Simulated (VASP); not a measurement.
# LaCd15Se16 (a cell with a defect) in VASP: relaxation of the atoms with PBE

Aim: the relaxation of the atoms of LaCd15Se16 (a cell with a defect) with PBE.

Everything below comes from runs of VASP 6.6.1. Logs are shortened: lines on timing, memory, paths and dates and some standing lists are left out, and cuts for length are marked.

## (1) The cell of the first run

The cell holds a defect, 32 atoms: a = 8.600 Å, b = 8.600 Å, c = 14.040 Å, α = 90.00°, β = 90.00°, γ = 120.00°.

## (2) Relaxation of the atoms, PBE

INCAR

```
PREC = Accurate
ENCUT = 520
EDIFF = 1E-7
ISMEAR = -1
SIGMA = 0.01
LREAL = Auto
LASPH = True
NELM = 60
ALGO = Normal
ISIF = 2
LWAVE = False
LCHARG = False
GGA = PE
IBRION = 2
NSW = 60
EDIFFG = -0.03
NELECT = 286.0
LUSENCCL = False
```

KPOINTS

```
regular mesh
0
Gamma
  3 3 2
```

POSCAR

```
LaCd15Se16
1.0
    8.6000000000      0.0000000000      0.0000000000
   -4.3000000000      7.4478184726      0.0000000000
    0.0000000000      0.0000000000     14.0400000000
La Cd Se
1 15 16
Direct
    0.1666666666      0.3333333334      0.0000000000
    0.1666666666      0.3333333334      0.5000000000
    0.1666666666      0.8333333334      0.0000000000
    0.1666666666      0.8333333334      0.5000000000
    0.6666666666      0.3333333334      0.0000000000
    0.6666666666      0.3333333334      0.5000000000
    0.6666666666      0.8333333334      0.0000000000
    0.6666666666      0.8333333334      0.5000000000
    0.3333333334      0.1666666666      0.2500000000
    0.3333333334      0.1666666666      0.7500000000
    0.3333333334      0.6666666666      0.2500000000
    0.3333333334      0.6666666666      0.7500000000
    0.8333333334      0.1666666666      0.2500000000
    0.8333333334      0.1666666666      0.7500000000
    0.8333333334      0.6666666666      0.2500000000
    0.8333333334      0.6666666666      0.7500000000
    0.1666666666      0.3333333334      0.1925000000
    0.1666666666      0.3333333334      0.6925000000
    0.1666666666      0.8333333334      0.1925000000
    0.1666666666      0.8333333334      0.6925000000
    0.6666666666      0.3333333334      0.1925000000
    0.6666666666      0.3333333334      0.6925000000
    0.6666666666      0.8333333334      0.1925000000
    0.6666666666      0.8333333334      0.6925000000
    0.3333333334      0.1666666666      0.4425000000
    0.3333333334      0.1666666666      0.9425000000
    0.3333333334      0.6666666666      0.4425000000
    0.3333333334      0.6666666666      0.9425000000
    0.8333333334      0.1666666666      0.4425000000
    0.8333333334      0.1666666666      0.9425000000
    0.8333333334      0.6666666666      0.4425000000
    0.8333333334      0.6666666666      0.9425000000
```

Potentials or basis: VASP PAW PBE potentials, release 64 (La, Cd, Se).

Launch:

```
cat potpaw_PBE.64/La/POTCAR potpaw_PBE.64/Cd/POTCAR potpaw_PBE.64/Se/POTCAR > POTCAR
mpirun -np 1 vasp_std > vasp.out
```

OUTCAR:

```text
PREC = Accurate
   ENCUT = 520
   EDIFF = 1E-7
   ISMEAR = -1
   LREAL = Auto
   LASPH = True
   NELM = 60
   ISIF = 2
   GGA = PE
   IBRION = 2
   NSW = 60
   EDIFFG = -0.03
   NELECT = 286.0

 ion  position               nearest neighbor table
   1  0.167  0.333  0.000-  30 2.61  28 2.61  26 2.61  17 2.70
   2  0.167  0.333  0.500-  29 2.61  27 2.61  25 2.61  18 2.70
   3  0.167  0.833  0.000-  32 2.61  26 2.61  28 2.61  19 2.70
   4  0.167  0.833  0.500-  31 2.61  25 2.61  27 2.61  20 2.70
   5  0.667  0.333  0.000-  26 2.61  32 2.61  30 2.61  21 2.70
   6  0.667  0.333  0.500-  25 2.61  31 2.61  29 2.61  22 2.70
[... 24 lines left out ...]
  31  0.833  0.667  0.443-   4 2.61   6 2.61   8 2.61  15 2.70
  32  0.833  0.667  0.943-   3 2.61   5 2.61   7 2.61  16 2.70

  LATTYP: Found a hexagonal cell.
 ALAT       =     8.6000000000
 C/A-ratio  =     1.6325581395

  Lattice vectors:

 A1 = (   8.6000000000,   0.0000000000,   0.0000000000)
 A2 = (  -4.3000000000,   7.4478184726,   0.0000000000)
 A3 = (   0.0000000000,   0.0000000000,  14.0400000000)

Analysis of symmetry for initial positions (statically):
=====================================================================
 Subroutine PRICEL returns:
 Original cell was already a primitive cell.

 Routine SETGRP: Setting up the symmetry group for a
 hexagonal supercell.

 Subroutine GETGRP returns: Found  6 space group operations
 (whereof  2 operations were pure point group operations)
 out of a pool of 24 trial point group operations.

The static configuration has the point symmetry C_1h.
 The point group associated with its full space group is C_3v.

Analysis of symmetry for dynamics (positions and initial velocities):
=====================================================================
 Subroutine PRICEL returns:
 Original cell was already a primitive cell.

 Routine SETGRP: Setting up the symmetry group for a
 hexagonal supercell.

 Subroutine GETGRP returns: Found  6 space group operations
 (whereof  2 operations were pure point group operations)
 out of a pool of 24 trial point group operations.

The dynamic configuration has the point symmetry C_1h.
 The point group associated with its full space group is C_3v.

 Subroutine INISYM returns: Found  6 space group operations
 (whereof  2 operations are pure point group operations),
 and found     1 'primitive' translations

----------------------------------------------------------------------------------------

                                     Primitive cell

  volume of cell :     899.2794

  direct lattice vectors                    reciprocal lattice vectors
     8.600000000  0.000000000  0.000000000     0.116279070  0.067133752 -0.000000000
    -4.300000000  7.447818473  0.000000000     0.000000000  0.134267504  0.000000000
     0.000000000  0.000000000 14.040000000     0.000000000 -0.000000000  0.071225071

  length of vectors
     8.600000000  8.600000000 14.040000000     0.134267504  0.134267504  0.071225071

  position of ions in fractional coordinates (direct lattice)
     0.166666667  0.333333333  0.000000000
     0.166666667  0.333333333  0.500000000
     0.166666667  0.833333333  0.000000000
     0.166666667  0.833333333  0.500000000
     0.666666667  0.333333333  0.000000000
     0.666666667  0.333333333  0.500000000
[... 24 lines left out ...]
     0.833333333  0.666666667  0.442500000
     0.833333333  0.666666667  0.942500000

  ion indices of the primitive-cell ions
   primitive index   ion index
                 1           1
                 2           2
                 3           3
                 4           4
                 5           5
                 6           6
[... 24 lines left out ...]
                31          31
                32          32

----------------------------------------------------------------------------------------

 KPOINTS: regular mesh

Automatic generation of k-mesh.
 Grid dimensions read from file:
 generate k-points for:    3    3    2

 Generating k-lattice:

  Cartesian coordinates                     Fractional coordinates (reciprocal lattice)
     0.038759690  0.022377917 -0.000000000     0.333333333  0.000000000  0.000000000
     0.000000000  0.044755835  0.000000000     0.000000000  0.333333333  0.000000000
     0.000000000 -0.000000000  0.035612536     0.000000000  0.000000000  0.500000000

  Length of vectors
     0.044755835  0.044755835  0.035612536

  Shift w.r.t. Gamma in fractional coordinates (k-lattice)
     0.000000000  0.000000000  0.000000000

 Subroutine IBZKPT returns following result:
 ===========================================

 Found      6 irreducible k-points:

 Following reciprocal coordinates:
            Coordinates               Weight
  0.000000  0.000000  0.000000      1.000000
  0.333333  0.000000  0.000000      6.000000
  0.333333  0.333333  0.000000      2.000000
  0.000000  0.000000  0.500000      1.000000
  0.333333  0.000000  0.500000      6.000000
  0.333333  0.333333  0.500000      2.000000
   k-points           NKPTS =      6   k-points in BZ     NKDIM =      6   number of bands    NBANDS=    171
   number of dos      NEDOS =    301   number of ions     NIONS =     32
   total plane-waves  NPLWV = 442368
   dimension x,y,z NGX =    64 NGY =   64 NGZ =  108
   dimension x,y,z NGXF=   128 NGYF=  128 NGZF=  216
   ions per type =               1  15  16
   NGX,Y,Z   is equivalent  to a cutoff of  12.37, 12.37, 12.79 a.u.
   NGXF,Y,Z  is equivalent  to a cutoff of  24.74, 24.74, 25.58 a.u.
 SYSTEM =  unknown system
   PREC   = accura    normal or accurate (medium, high low for compatibility)
   ISTART =      0    job   : 0-new  1-cont  2-samecut
   ICHARG =      2    charge: 1-file 2-atom 10-const
   ISPIN  =      1    spin polarized calculation?
   LNONCOLLINEAR =      F non collinear calculations
   LSORBIT =      F    spin-orbit coupling
   LASPH  =      T    aspherical Exc in radial PAW
   ENCUT  =  520.0 eV  38.22 Ry    6.18 a.u.  15.99 15.99 26.11*2*pi/ulx,y,z
   NELM   =     60;   NELMIN=  2; NELMDL= -5     # of ELM steps
   EDIFF  = 0.1E-06   stopping-criterion for ELM
   LREAL  =      T    real-space projection
   EDIFFG = -.3E-01   stopping-criterion for IOM
   NSW    =     60    number of steps for IOM
   IBRION =      2    ionic relax: 0-MD 1-quasi-New 2-CG
   NFREE  =      1    steps in history (QN), initial steepest desc. (CG)
   ISIF   =      2    stress and relaxation
   ISYM   =      2    0-nonsym 1-usesym 2-fastsym
   POTIM  = 0.5000    time-step for ionic-motion
   TEBEG  =    0.0;   TEEND  =   0.0 temperature during run
   PSTRESS=    0.0 pullay stress
   NELECT =     286.0000    total number of electrons
   NUPDOWN=      -1.0000    fix difference up-down
   EMIN   =  10.00;   EMAX   =-10.00  energy-range for DOS
   EFERMI =   0.00;   METHOD = LEGACY
   ISMEAR =    -1;   SIGMA  =   0.01  broadening in eV -4-tet -1-fermi 0-gaus
   EFERMI_NEDOS =   21; number of points for ismear=-14 and -15
   IALGO  =     38    algorithm
   IMIX   =      4    mixing-type and parameters
     AMIX     =   0.40;   BMIX     =  1.00
     AMIX_MAG =   1.60;   BMIX_MAG =  1.00
  volume/ion in A,a.u.               =      28.10       189.64
  Fermi-wavevector in a.u.,A,eV,Ry     =   1.117460  2.111693 16.989822  1.248717
  Thomas-Fermi vector in A             =   2.254083
   LORBIT       =      0    0 simple, 1 ext, 2 COOP (PROOUT), +10 PAW based schemes
   GGA     = PE    functional components
   LHFCALC =     F    Hartree Fock is set to
   AEXX    =    0.0000 exact exchange contribution
   IVDW    =     0    specifies the selected vdW correction
   LEPSILON=     F    determine dielectric tensor
   LRPA    =     F    only Hartree local field effects (RPA)
 conjugate gradient relaxation of ions
 non-spin polarized calculation
  energy-cutoff  :      520.00
  volume of cell :      899.28
 maximum number of plane-waves:     24264
 NGX is ok and might be reduce to    64
   NGX = 31   NGY = 31   NGZ = 53

--------------------------------------- Ionic step        1  -------------------------------------------

 number of electron     285.9999984 magnetization

 Free energy of the ion-electron system (eV)
  ---------------------------------------------------
  ext. energy  EPLUGINS =         0.00000000
  ---------------------------------------------------
  free energy    TOTEN  =       -94.66025597 eV

  energy without entropy =      -94.66025597  energy(sigma->0) =      -94.66025597

------------------------ aborting loop because EDIFF is reached ----------------------------------------

  FORCE on cell =-STRESS in cart. coord.  units (eV):
  Direction    XX          YY          ZZ          XY          YZ          ZX
  --------------------------------------------------------------------------------------
  -------------------------------------------------------------------------------------
  Total       26.1864148     26.1864148     10.8027582      0.0000000      0.0000000      0.0000000
  in kB       46.6543328     46.6543328     19.2464482      0.0000000      0.0000000      0.0000000
  external PRESSURE =      37.5183712 kB  Pullay stress =       0.0000000 kB
[... 179 lines left out ...]
  FREE ENERGIE OF THE ION-ELECTRON SYSTEM (eV)
  ---------------------------------------------------
  free  energy   TOTEN  =       -95.5296190663 eV

  energy  without entropy=      -95.5296190663  energy(sigma->0) =      -95.52961907

[... ionic steps 4 to 12 ...]

--------------------------------------- Ionic step       13  -------------------------------------------

 number of electron     285.9999989 magnetization

------------------------ aborting loop because EDIFF is reached ----------------------------------------
[... 127 lines left out ...]
--------------------------------------- Ionic step       15  -------------------------------------------

 number of electron     285.9999995 magnetization

 Free energy of the ion-electron system (eV)
  ---------------------------------------------------
  ext. energy  EPLUGINS =         0.00000000
  ---------------------------------------------------
  free energy    TOTEN  =       -95.71161658 eV

  energy without entropy =      -95.71161658  energy(sigma->0) =      -95.71161658

 E-fermi :   1.5656     XC(G=0):  -8.8931

 val. band max:        1.2822674905   @ k =   0.0000   0.0000   0.0000
 cond. band min:       2.0551076835   @ k =   0.0000   0.0000   0.0000
 fundamental gap:      0.7728401930
 Fermi energy:         1.5656414793

 k-point     1 :       0.0000    0.0000    0.0000
  band No.  band energies     occupation
      1     -30.8447      2.00000
      2     -14.8142      2.00000
      3     -14.8142      2.00000
      4     -14.7919      2.00000
      5     -11.3174      2.00000
      6     -11.1341      2.00000
[... 937 lines left out ...]
    154       4.3905      0.00000
    155       4.5372      0.00000
 [bands above 155 left out]

------------------------ aborting loop because EDIFF is reached ----------------------------------------

  FORCE on cell =-STRESS in cart. coord.  units (eV):
  Direction    XX          YY          ZZ          XY          YZ          ZX
  --------------------------------------------------------------------------------------
  -------------------------------------------------------------------------------------
  Total       17.5943588     17.5943588     16.8999906      0.0000000      0.0000000      0.0000000
  in kB       31.3465237     31.3465237     30.1094210      0.0000000      0.0000000      0.0000000
  external PRESSURE =      30.9341561 kB  Pullay stress =       0.0000000 kB
[... 47 lines left out ...]
  FREE ENERGIE OF THE ION-ELECTRON SYSTEM (eV)
  ---------------------------------------------------
  free  energy   TOTEN  =       -95.7116165759 eV

  energy  without entropy=      -95.7116165759  energy(sigma->0) =      -95.71161658

 reached required accuracy - stopping structural energy minimisation
```

Run time: 19 min. Hardware: 1 × NVIDIA H100 80GB with 1 thread of AMD EPYC 7R13 (Zen 3), shared host; peak memory 2 GiB.

What came out:

```
Free energy                  : -95.7116 eV
Energy gained by relaxing    : 32.9 meV/atom
Ionic steps                  : 15
Largest force after relaxing : 0.027 eV/Å
```

Forces in eV/Å, atoms in the order of the input:
```
La   0.000  0.000 -0.020
Cd   0.000  0.000  0.015
Cd   0.004  0.002  0.010
Cd  -0.012 -0.007 -0.005
Cd   0.000 -0.004  0.010
Cd   0.000  0.013 -0.005
Cd  -0.004  0.002  0.010
Cd   0.012 -0.007 -0.005
Cd   0.001 -0.001 -0.004
Cd   0.015 -0.009 -0.007
Cd   0.000  0.001 -0.004
Cd   0.000  0.018 -0.007
Cd  -0.001 -0.001 -0.004
Cd  -0.015 -0.009 -0.007
Cd   0.000  0.000 -0.007
Cd   0.000  0.000  0.027
Se   0.000  0.000  0.006
Se   0.000  0.000  0.017
Se  -0.004 -0.002 -0.008
Se  -0.015 -0.009  0.003
Se   0.000  0.005 -0.008
Se   0.000  0.017  0.003
Se   0.004 -0.002 -0.008
Se   0.015 -0.009  0.003
Se  -0.008  0.004  0.008
Se   0.006 -0.003 -0.007
Se   0.000 -0.009  0.008
Se   0.000  0.006 -0.007
Se   0.008  0.004  0.008
Se  -0.006 -0.003 -0.007
Se   0.000  0.000 -0.027
Se   0.000  0.000  0.020
```

The path:
```
step  energy change (eV)  largest force (eV/Å)  pressure (GPa)
   1              0.0000                2.4181            3.75
   2             -0.7348                0.8065            3.36
   3             -0.8694                0.8319            3.19
   4             -0.8716                0.7803            3.20
   5             -0.9774                0.2136            3.13
   6             -0.9953                0.2814            3.11
   7             -1.0202                0.1400            3.11
   8             -1.0324                0.1441            3.11
   9             -1.0422                0.0868            3.10
  10             -1.0445                0.0740            3.10
  11             -1.0481                0.0354            3.09
  12             -1.0486                0.0556            3.09
  13             -1.0500                0.0313            3.09
  14             -1.0503                0.0312            3.09
  15             -1.0514                0.0272            3.09
```

Final structure:
```
La Cd Se
1.0
     8.60000    0.00000    0.00000
    -4.30000    7.44782    0.00000
     0.00000    0.00000   14.04000
La Cd Se
1 15 16
Direct
  0.16667 0.33333 0.00095
  0.16667 0.33333 0.50311
  0.16143 0.83072 0.00598
  0.16568 0.83284 0.50130
  0.66928 0.33857 0.00598
  0.66716 0.33432 0.50130
  0.66928 0.83072 0.00598
  0.66716 0.83284 0.50130
  0.33689 0.16311 0.25776
  0.33556 0.16444 0.74386
  0.33689 0.67378 0.25776
  0.33556 0.67112 0.74386
  0.82622 0.16311 0.25776
  0.82888 0.16444 0.74386
  0.83333 0.66667 0.25555
  0.83333 0.66667 0.75051
  0.16667 0.33333 0.20308
  0.16667 0.33333 0.69254
  0.16588 0.83294 0.19161
  0.16334 0.83167 0.68819
  0.66706 0.33412 0.19161
  0.66833 0.33666 0.68819
  0.66706 0.83294 0.19161
  0.66833 0.83167 0.68819
  0.33341 0.16659 0.44327
  0.34509 0.15491 0.93285
  0.33341 0.66682 0.44327
  0.34509 0.69019 0.93285
  0.83318 0.16659 0.44327
  0.80981 0.15491 0.93285
  0.83333 0.66667 0.44119
  0.83333 0.66667 0.93865
```

Caveat: the cell carries a net charge on a neutralising background, which shifts energy and pressure; the cell is charged against a uniform background, so pressure and absolute levels hang on convention; spin-orbit coupling is left out, which moves the levels of the heavy elements.
